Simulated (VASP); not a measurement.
# KCl (Fm-3m) in VASP: further runs

Runs on KCl. Level: LDA. Tasks: electric field gradients.

All numbers are computed with VASP 6.6.1; they aren't measurements. Logs are shortened: lines on timing, memory, paths and dates and some standing lists are left out, and cuts for length are marked.

### Step 1. The cell of the first run

It takes space group Fm-3m (No. 225, cubic). Conventional cell: a = 6.333 Å, b = 6.333 Å, c = 6.333 Å, α = 90.00°, β = 90.00°, γ = 90.00°. Within 4.2 Å of K (site symmetry m-3m) lie 6 Cl at 3.17 Å. Cl (site symmetry m-3m) has 6 K at 3.17 Å within 4.2 Å.

### Step 2. Electric field gradients, LDA (31.75 Å³/atom)

INCAR

```
PREC = Accurate ; ENCUT = 520
EDIFF = 1E-8 ; ISMEAR = -1
SIGMA = 0.03 ; LREAL = F
LASPH = T ; NELM = 100
ALGO = Normal ; ISIF = 2
LWAVE = F ; LCHARG = F
LEFG = T ; NBANDS = 15
```

KPOINTS

```
Automatic mesh
0
Gamma
  7 7 7
```

POSCAR

```
KCl
1.0
    0.0000000000      3.1665854591      3.1665854591
    3.1665854591      0.0000000000      3.1665854591
    3.1665854591      3.1665854591      0.0000000000
K Cl
1 1
Direct
    0.0000000000      0.0000000000      0.0000000000
    0.5000000000      0.5000000000      0.5000000000
```

Potentials or basis: VASP PAW LDA potentials, release 64 (K_sv, Cl).

Started as:

```
$ cat potpaw_LDA.64/K_sv/POTCAR potpaw_LDA.64/Cl/POTCAR > POTCAR
$ mpirun -np 1 vasp_std > vasp.out
```

OUTCAR:

```text
PREC = Accurate
   ENCUT = 520
   EDIFF = 1E-8
   ISMEAR = -1
   LREAL = F
   LASPH = T
   NELM = 100
   ISIF = 2

 ion  position               nearest neighbor table
   1  0.000  0.000  0.000-   2 3.17   2 3.17   2 3.17   2 3.17   2 3.17   2 3.17
   2  0.500  0.500  0.500-   1 3.17   1 3.17   1 3.17   1 3.17   1 3.17   1 3.17

  LATTYP: Found a face centered cubic cell.
 ALAT       =     6.3331709182

  Lattice vectors:

 A1 = (   0.0000000000,   3.1665854591,   3.1665854591)
 A2 = (   3.1665854591,   0.0000000000,   3.1665854591)
 A3 = (   3.1665854591,   3.1665854591,   0.0000000000)

Analysis of symmetry for initial positions (statically):
=====================================================================
 Subroutine PRICEL returns:
 Original cell was already a primitive cell.

 Routine SETGRP: Setting up the symmetry group for a
 face centered cubic supercell.

 Subroutine GETGRP returns: Found 48 space group operations
 (whereof 48 operations were pure point group operations)
 out of a pool of 48 trial point group operations.

The static configuration has the point symmetry O_h .

Analysis of symmetry for dynamics (positions and initial velocities):
=====================================================================
 Subroutine PRICEL returns:
 Original cell was already a primitive cell.

 Routine SETGRP: Setting up the symmetry group for a
 face centered cubic supercell.

 Subroutine GETGRP returns: Found 48 space group operations
 (whereof 48 operations were pure point group operations)
 out of a pool of 48 trial point group operations.

The dynamic configuration has the point symmetry O_h .

 Subroutine INISYM returns: Found 48 space group operations
 (whereof 48 operations are pure point group operations),
 and found     1 'primitive' translations

----------------------------------------------------------------------------------------

                                     Primitive cell

  volume of cell :      63.5044

  direct lattice vectors                    reciprocal lattice vectors
     0.000000000  3.166585459  3.166585459    -0.157898786  0.157898786  0.157898786
     3.166585459  0.000000000  3.166585459     0.157898786 -0.157898786  0.157898786
     3.166585459  3.166585459  0.000000000     0.157898786  0.157898786 -0.157898786

  length of vectors
     4.478228103  4.478228103  4.478228103     0.273488720  0.273488720  0.273488720

  position of ions in fractional coordinates (direct lattice)
     0.000000000  0.000000000  0.000000000
     0.500000000  0.500000000  0.500000000

  ion indices of the primitive-cell ions
   primitive index   ion index
                 1           1
                 2           2

----------------------------------------------------------------------------------------

 KPOINTS: Automatic mesh

Automatic generation of k-mesh.
 Grid dimensions read from file:
 generate k-points for:    7    7    7

 Generating k-lattice:

  Cartesian coordinates                     Fractional coordinates (reciprocal lattice)
    -0.022556969  0.022556969  0.022556969     0.142857143  0.000000000  0.000000000
     0.022556969 -0.022556969  0.022556969     0.000000000  0.142857143  0.000000000
     0.022556969  0.022556969 -0.022556969     0.000000000  0.000000000  0.142857143

  Length of vectors
     0.039069817  0.039069817  0.039069817

  Shift w.r.t. Gamma in fractional coordinates (k-lattice)
     0.000000000  0.000000000  0.000000000

 Subroutine IBZKPT returns following result:
 ===========================================

 Found     20 irreducible k-points:

 Following reciprocal coordinates:
            Coordinates               Weight
  0.000000  0.000000  0.000000      1.000000
  0.142857  0.000000  0.000000      8.000000
  0.285714  0.000000  0.000000      8.000000
  0.428571  0.000000  0.000000      8.000000
  0.142857  0.142857  0.000000      6.000000
  0.285714  0.142857  0.000000     24.000000
[... 12 lines left out ...]
 -0.428571  0.428571  0.142857     24.000000
 -0.285714  0.428571  0.142857     24.000000
   k-points           NKPTS =     20   k-points in BZ     NKDIM =     20   number of bands    NBANDS=     15
   number of dos      NEDOS =    301   number of ions     NIONS =      2
   total plane-waves  NPLWV =  46656
   dimension x,y,z NGX =    36 NGY =   36 NGZ =   36
   dimension x,y,z NGXF=    72 NGYF=   72 NGZF=   72
   ions per type =               1   1
   NGX,Y,Z   is equivalent  to a cutoff of  13.36, 13.36, 13.36 a.u.
   NGXF,Y,Z  is equivalent  to a cutoff of  26.73, 26.73, 26.73 a.u.
 SYSTEM =  unknown system
   PREC   = accura    normal or accurate (medium, high low for compatibility)
   ISTART =      0    job   : 0-new  1-cont  2-samecut
   ICHARG =      2    charge: 1-file 2-atom 10-const
   ISPIN  =      1    spin polarized calculation?
   LNONCOLLINEAR =      F non collinear calculations
   LSORBIT =      F    spin-orbit coupling
   LASPH  =      T    aspherical Exc in radial PAW
   ENCUT  =  520.0 eV  38.22 Ry    6.18 a.u.   8.33  8.33  8.33*2*pi/ulx,y,z
   NELM   =    100;   NELMIN=  2; NELMDL= -5     # of ELM steps
   EDIFF  = 0.1E-07   stopping-criterion for ELM
   LREAL  =      F    real-space projection
   EDIFFG = 0.1E-06   stopping-criterion for IOM
   NSW    =      0    number of steps for IOM
   IBRION =     -1    ionic relax: 0-MD 1-quasi-New 2-CG
   NFREE  =      0    steps in history (QN), initial steepest desc. (CG)
   ISIF   =      2    stress and relaxation
   ISYM   =      2    0-nonsym 1-usesym 2-fastsym
   POTIM  = 0.5000    time-step for ionic-motion
   TEBEG  =    0.0;   TEEND  =   0.0 temperature during run
   PSTRESS=    0.0 pullay stress
   NELECT =      16.0000    total number of electrons
   NUPDOWN=      -1.0000    fix difference up-down
   EMIN   =  10.00;   EMAX   =-10.00  energy-range for DOS
   EFERMI =   0.00;   METHOD = LEGACY
   ISMEAR =    -1;   SIGMA  =   0.03  broadening in eV -4-tet -1-fermi 0-gaus
   EFERMI_NEDOS =   21; number of points for ismear=-14 and -15
   IALGO  =     38    algorithm
   IMIX   =      4    mixing-type and parameters
     AMIX     =   0.40;   BMIX     =  1.00
     AMIX_MAG =   1.60;   BMIX_MAG =  1.00
  volume/ion in A,a.u.               =      31.75       214.27
  Fermi-wavevector in a.u.,A,eV,Ry     =   1.033984  1.953946 14.546287  1.069122
  Thomas-Fermi vector in A             =   2.168257
   LORBIT       =      0    0 simple, 1 ext, 2 COOP (PROOUT), +10 PAW based schemes
   GGA     = CA    functional components
   LHFCALC =     F    Hartree Fock is set to
   AEXX    =    0.0000 exact exchange contribution
   IVDW    =     0    specifies the selected vdW correction
   LEPSILON=     F    determine dielectric tensor
   LRPA    =     F    only Hartree local field effects (RPA)
 non-spin polarized calculation
  energy-cutoff  :      520.00
  volume of cell :       63.50
 maximum number of plane-waves:      1729
 NGX is ok and might be reduce to    36
   NGX = 17   NGY = 17   NGZ = 17

 number of electron      15.9999997 magnetization

 Free energy of the ion-electron system (eV)
  ---------------------------------------------------
  ext. energy  EPLUGINS =         0.00000000
  ---------------------------------------------------
  free energy    TOTEN  =        -7.35472441 eV

  energy without entropy =       -7.35472441  energy(sigma->0) =       -7.35472441

 E-fermi :  -1.5110     XC(G=0):  -8.0316

 val. band max:       -2.1589627519   @ k =   0.0000   0.0000   0.0000
 cond. band min:       2.5268475858   @ k =   0.0000   0.0000   0.0000
 fundamental gap:      4.6858103377
 Fermi energy:        -1.5109735352

 k-point     1 :       0.0000    0.0000    0.0000
  band No.  band energies     occupation
      1     -29.0355      2.00000
      2     -14.1634      2.00000
      3     -12.7328      2.00000
      4     -12.7328      2.00000
      5     -12.7328      2.00000
      6      -2.1590      2.00000
      7      -2.1590      2.00000
      8      -2.1590      2.00000
      9       2.5268      0.00000
     10       5.9170      0.00000
     11       5.9170      0.00000
     12       5.9170      0.00000
     13       6.8382      0.00000
     14       6.8382      0.00000
[... 329 lines left out ...]
      2     -14.1738      2.00000
      3     -12.8398      2.00000
      4     -12.8032      2.00000
      5     -12.6432      2.00000
      6      -2.7625      2.00000
      7      -2.6864      2.00000
      8      -2.5337      2.00000
      9       5.1939      0.00000
     10       5.8793      0.00000
     11       6.9297      0.00000
     12       7.3959      0.00000
     13       8.9409      0.00000
     14       9.0291      0.00000
     15       9.7891      0.00000

------------------------ aborting loop because EDIFF is reached ----------------------------------------

  FORCE on cell =-STRESS in cart. coord.  units (eV):
  Direction    XX          YY          ZZ          XY          YZ          ZX
  --------------------------------------------------------------------------------------
  -------------------------------------------------------------------------------------
  Total       -0.8615991     -0.8615991     -0.8615991      0.0000000      0.0000000      0.0000000
  in kB      -21.7376304    -21.7376304    -21.7376304      0.0000000      0.0000000      0.0000000
  external PRESSURE =     -21.7376304 kB  Pullay stress =       0.0000000 kB

 VOLUME and BASIS-vectors are now :
 -----------------------------------------------------------------------------
  energy-cutoff  :      520.00
  volume of cell :       63.50
      direct lattice vectors                 reciprocal lattice vectors
     0.000000000  3.166585459  3.166585459    -0.157898786  0.157898786  0.157898786
     3.166585459  0.000000000  3.166585459     0.157898786 -0.157898786  0.157898786
     3.166585459  3.166585459  0.000000000     0.157898786  0.157898786 -0.157898786

 POSITION                                       TOTAL-FORCE (eV/Angst)
 -----------------------------------------------------------------------------------
      0.00000      0.00000      0.00000        -0.000000      0.000000     -0.000000
      3.16659      3.16659      3.16659         0.000000     -0.000000      0.000000
 -----------------------------------------------------------------------------------
    total drift:                                0.000000      0.000000      0.000000

  FREE ENERGIE OF THE ION-ELECTRON SYSTEM (eV)
  ---------------------------------------------------
  free  energy   TOTEN  =        -7.3547244122 eV

  energy  without entropy=       -7.3547244122  energy(sigma->0) =       -7.35472441

 Electric field gradients (V/A^2)
---------------------------------------------------------------------
 ion       V_xx      V_yy      V_zz      V_xy      V_xz      V_yz
---------------------------------------------------------------------
   1      -0.000     0.000    -0.000    -0.000    -0.000    -0.000
   2      -0.000    -0.000     0.000    -0.000    -0.000    -0.000
---------------------------------------------------------------------

 Electric field gradients after diagonalization (V/A^2)
 (convention: |V_zz| > |V_xx| > |V_yy|)
----------------------------------------------------------------------
 ion       V_xx      V_yy      V_zz     asymmetry (V_yy - V_xx)/ V_zz
----------------------------------------------------------------------
   1       0.000     0.000    -0.001       0.000
   2       0.000     0.000    -0.000       0.000
----------------------------------------------------------------------

           NMR quadrupolar parameters

 Cq : quadrupolar parameter    Cq=e*Q*V_zz/h
 eta: asymmetry parameters     (V_yy - V_xx)/ V_zz
 Q  : nuclear electric quadrupole moment in mb (millibarn)
----------------------------------------------------------------------
 ion       Cq(MHz)       eta       Q (mb)
----------------------------------------------------------------------
   1      -0.000       0.000       1.000
   2      -0.000       0.000       1.000
----------------------------------------------------------------------
```

Wall time 44 s (1 thread of Intel Xeon 8259CL, shared host); peak memory 0.17 GiB.

Results:

```
Free energy                             : -7.3547 eV
Pressure                                : -2.2 GPa
Band gap on the k mesh                  : 4.69 eV
Largest electric field gradient by atom : zero within the noise of the run
```

Caveat: an odd mesh through Γ misses points on the zone boundary, where band edges can lie.

(Continued in part 2 of 3.)
